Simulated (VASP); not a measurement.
Crystal: B3N2.

```
CELL_PARAMETERS angstrom
2.39418 1.38228 1.93338
-2.39418 1.38228 1.93338
0.00000 -2.76456 1.93338
ATOMIC_POSITIONS crystal
B 0.00000 0.25000 0.75000
B 0.75000 0.00000 0.25000
B 0.25000 0.75000 0.00000
N 0.26000 0.26000 0.26000
N 0.74000 0.74000 0.74000
```

The cell was built from a structure type or drawn by symmetry, and may not be a known phase.

| Property | Result |
| --- | --- |
| Program | VASP 6.6.1 |
| Task | relaxation of cell and atoms |
| Functional | PBE |
| Potentials or basis | VASP PAW PBE potentials, release 64 (B, N) |
| Cutoff | 600 eV |
| k mesh | 6 × 6 × 6 |
| Occupations | gaussian, width 0.1 eV |
| Spin | no spin polarisation |

At the start: pressure -27.5 GPa; volume 7.68 Å³/atom.

Problem. Where does the relaxation end?

Solution. Over 24 steps the energy falls by 1787.2 meV/atom and the volume is 7.84 Å³/atom (+2.1 %); space group R32 (No. 155, to 0.1 Å) before and after.

Step by step:
| step | energy change (eV) | largest force (eV/Å) | pressure (GPa) | volume (Å³) |
| --- | --- | --- | --- | --- |
| 1 | 0.0000 | 1.3321 | -27.46 | 38.39 |
| 2 | -1.2729 | 1.4201 | -1.49 | 31.50 |
| 3 | -1.3520 | 1.5683 | 10.99 | 29.97 |
| 4 | -2.2093 | 2.8253 | 33.24 | 28.50 |
| 5 | -2.2773 | 3.7224 | 45.94 | 27.98 |
| 6 | -2.8768 | 5.1823 | 50.78 | 28.44 |
| 7 | -4.1843 | 3.2907 | 69.97 | 29.64 |
| 8 | -5.0704 | 3.5299 | 55.43 | 31.56 |
| 9 | -6.1317 | 3.8819 | 32.27 | 36.77 |
| 10 | -6.1814 | 3.9690 | 28.30 | 38.14 |
| 11 | -6.7941 | 2.3507 | 5.94 | 39.62 |
| 12 | -6.9643 | 2.2644 | -9.77 | 40.93 |
| 13 | -7.1796 | 2.2709 | -9.26 | 40.55 |
| 14 | -7.7490 | 2.1946 | -8.33 | 39.43 |
| 15 | -8.3219 | 1.8854 | -5.51 | 37.26 |
| 16 | -8.5509 | 1.8129 | 5.51 | 36.42 |
| 17 | -8.5940 | 1.7767 | 14.64 | 35.80 |
| 18 | -8.7866 | 0.7665 | 11.69 | 36.64 |
| 19 | -8.9019 | 0.6155 | 8.31 | 38.13 |
| 20 | -8.9284 | 0.0501 | -2.30 | 39.27 |
| 21 | -8.9308 | 0.0933 | 0.00 | 39.01 |
| 22 | -8.9335 | 0.0530 | 0.02 | 39.06 |
| 23 | -8.9359 | 0.0417 | 0.11 | 39.17 |
| 24 | -8.9360 | 0.0148 | 0.24 | 39.19 |

Final structure:
```
CELL_PARAMETERS angstrom
1.97895 1.14255 2.88849
-1.97895 1.14255 2.88849
0.00000 -2.28509 2.88849
ATOMIC_POSITIONS crystal
B 0.00000 0.27520 0.72480
B 0.72480 0.00000 0.27520
B 0.27520 0.72480 0.00000
N 0.33229 0.33229 0.33229
N 0.66771 0.66771 0.66771
```
